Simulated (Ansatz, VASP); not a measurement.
# One calculation of GaSb3, two programs

INCAR

```
PREC = Accurate ; ENCUT = 520
EDIFF = 1E-6 ; ISMEAR = 0
SIGMA = 0.15 ; LREAL = F
LASPH = T ; NELM = 100
ALGO = Normal ; ISIF = 2
LWAVE = F ; LCHARG = F
GGA = PS ; NBANDS = 22
```

Contents of KPOINTS:

```
Automatic mesh
0
Gamma
  10 10 10
```

Contents of POSCAR:

```
GaSb3
1.0
    0.0000000000      3.6426978882      3.3622101508
    3.6426978882      0.0000000000      3.3622101508
    3.6426978882      3.6426978882      0.0000000000
Ga Sb
1 3
Direct
    0.0000000000      0.0000000000      0.0000000000
    0.2500000000      0.2500000000      0.2500000000
    0.7500000000      0.7500000000      0.7500000000
    0.5000000000      0.5000000000      0.5000000000
```

Input for Ansatz:

```yaml
crystal:
  lattice:
    - [0.0, 3.6426978882, 3.3622101508]
    - [3.6426978882, 0.0, 3.3622101508]
    - [3.6426978882, 3.6426978882, 0.0]
  atoms:
    - { symbol: Ga, position: [0.0, 0.0, 0.0] }
    - { symbol: Sb, position: [0.25, 0.25, 0.25] }
    - { symbol: Sb, position: [0.75, 0.75, 0.75] }
    - { symbol: Sb, position: [0.5, 0.5, 0.5] }
basis:
  ecutwfc: 420
kpoints:
  mp_grid: { grid: [10, 10, 10] }
hamiltonian:
  xc: pbesol
  pseudopotentials: { kind: paw, azcp: { folder: soft_1 } }
scf:
  occupations: { method: gaussian, width: 0.15 }
output:
  forces: true
  stress: true
  eigenvalues: true
```

Alike in both runs: task single point; functional PBEsol; k mesh 10 × 10 × 10; occupations gaussian, width 0.15 eV; no spin polarisation.

|  | VASP | Ansatz |
| --- | --- | --- |
| version | VASP 6.6.1 | Ansatz 0.2.0 |
| potentials or method | VASP PAW PBE potentials, release 64 (Ga_d, Sb), cutoff 520 eV | scalar-relativistic, plane waves, PAW |
| valence electrons in the cell | 28 | 58 |

```csv
,VASP,Ansatz,Ansatz less VASP
gap on the k mesh at the Fermi level (eV),none,none,-
pressure (GPa),6.9,6.8,-0.09
"traceless stress, the component that is largest in VASP (GPa)",0.91,0.90,-0.006
```

VASP's potentials were made for PBE, not for PBEsol, and Ansatz warns of the same on its side. A gap of «none» marks a metal or a gap that the smearing closes. The functional is the same, so the differences come from potentials, cutoffs and numerics. VASP's potentials hold 28 valence electrons a cell and Ansatz's 58, so a difference there can come from the potentials and not from the codes.

Spin-orbit coupling is off throughout.
